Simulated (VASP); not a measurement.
# WO (Pm-3m) in VASP: single point with PBEsol+U

Aim: the single point of WO with PBEsol+U.

Program: VASP 6.6.1. These are calculated values, not measurements. Logs are shortened: lines on timing, memory, paths and dates and some standing lists are left out, and cuts for length are marked.

### 1 The cell of the first run

It takes space group Pm-3m (No. 221, cubic). The conventional cell has a = 2.788 Å, b = 2.788 Å, c = 2.788 Å, α = 90.00°, β = 90.00°, γ = 90.00°. Within 3.2 Å of W (site symmetry m-3m) lie 8 O at 2.41 Å and 6 W at 2.79 Å. Within 3.2 Å of O (site symmetry m-3m) lie 8 W at 2.41 Å and 6 O at 2.79 Å.

### 2 Single point, PBEsol+U, collinear spin

Input file INCAR:

```
SYSTEM = WO
PREC = Accurate
ENCUT = 520
EDIFF = 1E-6
ISMEAR = 0
SIGMA = 0.05
LREAL = .False.
LASPH = .True.
NELM = 150
ALGO = Normal
ISIF = 2
LWAVE = .False.
LCHARG = .False.
ISPIN = 2
MAGMOM = 2.5 0
LORBIT = 11
LMAXMIX = 4
LDAU = .True.
LDAUTYPE = 2
LDAUL = 2 -1
LDAUU = 4 0
LDAUJ = 0 0
LDAUPRINT = 1
GGA = PS
NBANDS = 21
```

Input file KPOINTS:

```
Automatic mesh
0
Gamma
  16 16 16
  0 0 0
```

Input file POSCAR:

```
WO
1.0
    2.7878950436      0.0000000000      0.0000000000
    0.0000000000      2.7878950436      0.0000000000
    0.0000000000      0.0000000000      2.7878950436
W O
1 1
Direct
    0.0000000000      0.0000000000      0.0000000000
    0.5000000000      0.5000000000      0.5000000000
```

Potentials or basis: VASP PAW PBE potentials, release 64 (W_sv, O).

Started as:

```console
$ cat potpaw_PBE.64/W_sv/POTCAR potpaw_PBE.64/O/POTCAR > POTCAR
$ mpirun -np 1 vasp_std > vasp.out
```

OUTCAR:

```text
SYSTEM = WO
   PREC = Accurate
   ENCUT = 520
   EDIFF = 1E-6
   ISMEAR = 0
   LREAL = .False.
   LASPH = .True.
   NELM = 150
   ISIF = 2
   ISPIN = 2
   LORBIT = 11
   GGA = PS

 ion  position               nearest neighbor table
   1  0.000  0.000  0.000-   2 2.41   2 2.41   2 2.41   2 2.41   2 2.41   2 2.41   2 2.41   2 2.41

   2  0.500  0.500  0.500-   1 2.41   1 2.41   1 2.41   1 2.41   1 2.41   1 2.41   1 2.41   1 2.41

  LATTYP: Found a simple cubic cell.
 ALAT       =     2.7878950436

  Lattice vectors:

 A1 = (   2.7878950436,   0.0000000000,   0.0000000000)
 A2 = (   0.0000000000,   2.7878950436,   0.0000000000)
 A3 = (   0.0000000000,   0.0000000000,   2.7878950436)

Analysis of symmetry for initial positions (statically):
=====================================================================
 Subroutine PRICEL returns:
 Original cell was already a primitive cell.

 Routine SETGRP: Setting up the symmetry group for a
 simple cubic supercell.

 Subroutine GETGRP returns: Found 48 space group operations
 (whereof 48 operations were pure point group operations)
 out of a pool of 48 trial point group operations.

The static configuration has the point symmetry O_h .

Analysis of symmetry for dynamics (positions and initial velocities):
=====================================================================
 Subroutine PRICEL returns:
 Original cell was already a primitive cell.

 Routine SETGRP: Setting up the symmetry group for a
 simple cubic supercell.

 Subroutine GETGRP returns: Found 48 space group operations
 (whereof 48 operations were pure point group operations)
 out of a pool of 48 trial point group operations.

The dynamic configuration has the point symmetry O_h .

Analysis of structural, dynamic, and magnetic symmetry:
=====================================================================
 Subroutine PRICEL returns:
 Original cell was already a primitive cell.

 Routine SETGRP: Setting up the symmetry group for a
 simple cubic supercell.

 Subroutine GETGRP returns: Found 48 space group operations
 (whereof 48 operations were pure point group operations)
 out of a pool of 48 trial point group operations.

The overall configuration has the point symmetry O_h .

 Subroutine INISYM returns: Found 48 space group operations
 (whereof 48 operations are pure point group operations),
 and found     1 'primitive' translations

----------------------------------------------------------------------------------------

                                     Primitive cell

  volume of cell :      21.6685

  direct lattice vectors                    reciprocal lattice vectors
     2.787895044  0.000000000  0.000000000     0.358693561  0.000000000  0.000000000
     0.000000000  2.787895044  0.000000000     0.000000000  0.358693561  0.000000000
     0.000000000  0.000000000  2.787895044     0.000000000  0.000000000  0.358693561

  length of vectors
     2.787895044  2.787895044  2.787895044     0.358693561  0.358693561  0.358693561

  position of ions in fractional coordinates (direct lattice)
     0.000000000  0.000000000  0.000000000
     0.500000000  0.500000000  0.500000000

  ion indices of the primitive-cell ions
   primitive index   ion index
                 1           1
                 2           2

----------------------------------------------------------------------------------------

 KPOINTS: Automatic mesh

Automatic generation of k-mesh.
 Grid dimensions read from file:
 generate k-points for:   16   16   16
[... 64 lines left out ...]
   EDIFF  = 0.1E-05   stopping-criterion for ELM
   LREAL  =      F    real-space projection
   EDIFFG = 0.1E-04   stopping-criterion for IOM
   NSW    =      0    number of steps for IOM
   IBRION =     -1    ionic relax: 0-MD 1-quasi-New 2-CG
   NFREE  =      0    steps in history (QN), initial steepest desc. (CG)
   ISIF   =      2    stress and relaxation
   ISYM   =      2    0-nonsym 1-usesym 2-fastsym
   POTIM  = 0.5000    time-step for ionic-motion
   TEBEG  =    0.0;   TEEND  =   0.0 temperature during run
   PSTRESS=    0.0 pullay stress
   NELECT =      20.0000    total number of electrons
   NUPDOWN=      -1.0000    fix difference up-down
   EMIN   =  10.00;   EMAX   =-10.00  energy-range for DOS
   EFERMI =   0.00;   METHOD = LEGACY
   ISMEAR =     0;   SIGMA  =   0.05  broadening in eV -4-tet -1-fermi 0-gaus
   EFERMI_NEDOS =   21; number of points for ismear=-14 and -15
   IALGO  =     38    algorithm
   IMIX   =      4    mixing-type and parameters
     AMIX     =   0.40;   BMIX     =  1.00
     AMIX_MAG =   1.60;   BMIX_MAG =  1.00
  volume/ion in A,a.u.               =      10.83        73.11
  Fermi-wavevector in a.u.,A,eV,Ry     =   1.593951  3.012131 34.568065  2.540681
  Thomas-Fermi vector in A             =   2.692102
   LORBIT       =     11    0 simple, 1 ext, 2 COOP (PROOUT), +10 PAW based schemes
 LDA+U is selected, type is set to LDAUTYPE =  2
   angular momentum for each species LDAUL =     2   -1
   U (eV)           for each species LDAUU =   4.0  0.0
   J (eV)           for each species LDAUJ =   0.0  0.0
   GGA     = PS    functional components
   LHFCALC =     F    Hartree Fock is set to
   AEXX    =    0.0000 exact exchange contribution
   IVDW    =     0    specifies the selected vdW correction
   LEPSILON=     F    determine dielectric tensor
   LRPA    =     F    only Hartree local field effects (RPA)
 spin polarized calculation
 Gauss-broadening in eV      SIGMA  =   0.05
  energy-cutoff  :      520.00
  volume of cell :       21.67
 maximum number of plane-waves:       624
 NGX is ok and might be reduce to    24
   NGX = 11   NGY = 11   NGZ = 11

atom =   1  type =  1  l = 2

 onsite density matrix

spin component  1

  0.3852  0.0000 -0.0000 -0.0000 -0.0000
  0.0000  0.3852  0.0000 -0.0000  0.0000
 -0.0000  0.0000  0.5486  0.0000 -0.0000
 -0.0000 -0.0000  0.0000  0.3852 -0.0000
 -0.0000  0.0000 -0.0000 -0.0000  0.5486

spin component  2

  0.0946  0.0000 -0.0000 -0.0000  0.0000
  0.0000  0.0946  0.0000 -0.0000  0.0000
 -0.0000  0.0000  0.4525  0.0000  0.0000
 -0.0000 -0.0000  0.0000  0.0946  0.0000
  0.0000  0.0000  0.0000  0.0000  0.4525

 occupancies and eigenvectors

  o =  0.0946  v =  0.0000  0.0000  0.0000  0.0000  0.0000  0.9999 -0.0077  0.0000  0.0066 -0.0000      0.0000  0.0000  0.0000  0.0000  0.0000  0.0000  0.0000  0.0000  0.0000  0.0000
  o =  0.0946  v =  0.0000  0.0000  0.0000  0.0000  0.0000 -0.0053  0.1573 -0.0000  0.9875  0.0000      0.0000  0.0000  0.0000  0.0000  0.0000  0.0000  0.0000  0.0000  0.0000  0.0000
  o =  0.0946  v =  0.0000  0.0000  0.0000  0.0000  0.0000 -0.0086 -0.9875 -0.0000  0.1572 -0.0000      0.0000  0.0000  0.0000  0.0000  0.0000  0.0000  0.0000  0.0000  0.0000  0.0000
  o =  0.3852  v =  1.0000  0.0000  0.0000  0.0000  0.0000  0.0000  0.0000  0.0000  0.0000  0.0000      0.0000  0.0000  0.0000  0.0000  0.0000  0.0000  0.0000  0.0000  0.0000  0.0000
  o =  0.3852  v =  0.0000 -0.9200  0.0000 -0.3919  0.0000  0.0000  0.0000  0.0000  0.0000  0.0000      0.0000  0.0000  0.0000  0.0000  0.0000  0.0000  0.0000  0.0000  0.0000  0.0000
  o =  0.3852  v =  0.0000 -0.3919  0.0000  0.9200  0.0000  0.0000  0.0000  0.0000  0.0000  0.0000      0.0000  0.0000  0.0000  0.0000  0.0000  0.0000  0.0000  0.0000  0.0000  0.0000
  o =  0.4525  v =  0.0000  0.0000  0.0000  0.0000  0.0000  0.0000  0.0000 -0.9999 -0.0000  0.0152      0.0000  0.0000  0.0000  0.0000  0.0000  0.0000  0.0000  0.0000  0.0000  0.0000
  o =  0.4525  v =  0.0000  0.0000  0.0000  0.0000  0.0000  0.0000 -0.0000  0.0152 -0.0000  0.9999      0.0000  0.0000  0.0000  0.0000  0.0000  0.0000  0.0000  0.0000  0.0000  0.0000
  o =  0.5486  v =  0.0000  0.0000 -0.0315  0.0000  0.9995  0.0000  0.0000  0.0000  0.0000  0.0000      0.0000  0.0000  0.0000  0.0000  0.0000  0.0000  0.0000  0.0000  0.0000  0.0000
  o =  0.5486  v =  0.0000 -0.0000 -0.9995  0.0000 -0.0315  0.0000  0.0000  0.0000  0.0000  0.0000      0.0000  0.0000  0.0000  0.0000  0.0000  0.0000  0.0000  0.0000  0.0000  0.0000

 number of electron      20.0000003 magnetization       1.3783533

 Free energy of the ion-electron system (eV)
  ---------------------------------------------------
  ext. energy  EPLUGINS =         0.00000000
  ---------------------------------------------------
  free energy    TOTEN  =       -14.17658515 eV

  energy without entropy =      -14.17518932  energy(sigma->0) =      -14.17588723

 E-fermi :  11.9567     XC(G=0): -13.7477

 val. band max:       11.9552406735   @ k =   0.4375   0.3750   0.0625
 cond. band min:      11.9769584452   @ k =   0.4375   0.1250   0.0625
 fundamental gap:      0.0217177716
 Fermi energy:        11.9566851270

 spin component 1

 k-point     1 :       0.0000    0.0000    0.0000
  band No.  band energies     occupation
      1     -63.8848      1.00000
      2     -27.8444      1.00000
      3     -27.8444      1.00000
      4     -27.8444      1.00000
      5     -10.4500      1.00000
      6       5.9240      1.00000
[... 1145 lines left out ...]
     20      36.4468      0.00000
     21      37.8656      0.00000

 [... further k-points ...]

------------------------ aborting loop because EDIFF is reached ----------------------------------------

  FORCE on cell =-STRESS in cart. coord.  units (eV):
  Direction    XX          YY          ZZ          XY          YZ          ZX
  --------------------------------------------------------------------------------------
  -------------------------------------------------------------------------------------
  Total        1.3264960      1.3264960      1.3264960      0.0000000      0.0000000      0.0000000
  in kB       98.0815357     98.0815357     98.0815357      0.0000000      0.0000000      0.0000000
  external PRESSURE =      98.0815357 kB  Pullay stress =       0.0000000 kB

 VOLUME and BASIS-vectors are now :
 -----------------------------------------------------------------------------
  energy-cutoff  :      520.00
  volume of cell :       21.67
      direct lattice vectors                 reciprocal lattice vectors
     2.787895044  0.000000000  0.000000000     0.358693561  0.000000000  0.000000000
     0.000000000  2.787895044  0.000000000     0.000000000  0.358693561  0.000000000
     0.000000000  0.000000000  2.787895044     0.000000000  0.000000000  0.358693561

 POSITION                                       TOTAL-FORCE (eV/Angst)
 -----------------------------------------------------------------------------------
      0.00000      0.00000      0.00000         0.000000      0.000000      0.000000
      1.39395      1.39395      1.39395         0.000000      0.000000      0.000000
 -----------------------------------------------------------------------------------
    total drift:                                0.000000      0.000000     -0.000000

  FREE ENERGIE OF THE ION-ELECTRON SYSTEM (eV)
  ---------------------------------------------------
  free  energy   TOTEN  =       -14.1765851460 eV

  energy  without entropy=      -14.1751893202  energy(sigma->0) =      -14.17588723

 total charge

# of ion       s       p       d       tot
------------------------------------------
    1        2.339   6.204   3.392  11.935
    2        1.613   3.294   0.000   4.906
--------------------------------------------------
tot          3.951   9.498   3.392  16.841

 magnetization (x)

# of ion       s       p       d       tot
------------------------------------------
    1        0.054   0.038   1.054   1.146
    2        0.049  -0.042   0.000   0.007
--------------------------------------------------
tot          0.103  -0.004   1.054   1.153
```

It took 3.1 min on 1 thread of Intel Xeon 8259CL, shared host; peak memory 0.24 GiB.

What came out:

| Property | Result |
| --- | --- |
| Free energy | -14.1766 eV |
| Pressure | 9.8 GPa |
| Net moment | 1.38 μB per cell |
| Site moments | W +1.15; O +0.01 μB |
| Valence electrons inside the program's atomic spheres | W 11.94; O 4.91 |

Eigenvalues of the final occupation matrices:
```tsv
site	spin	trace	eigenvalues
site 1 d	1	2.25	0.39 0.39 0.39 0.55 0.55
site 1 d	2	1.19	0.09 0.09 0.09 0.45 0.45
```

Caveat: the cell stands under pressure; the PAW data sets were made with another functional, which shifts forces and pressure a little; spin-orbit coupling is left out, which moves the levels of the heavy elements.
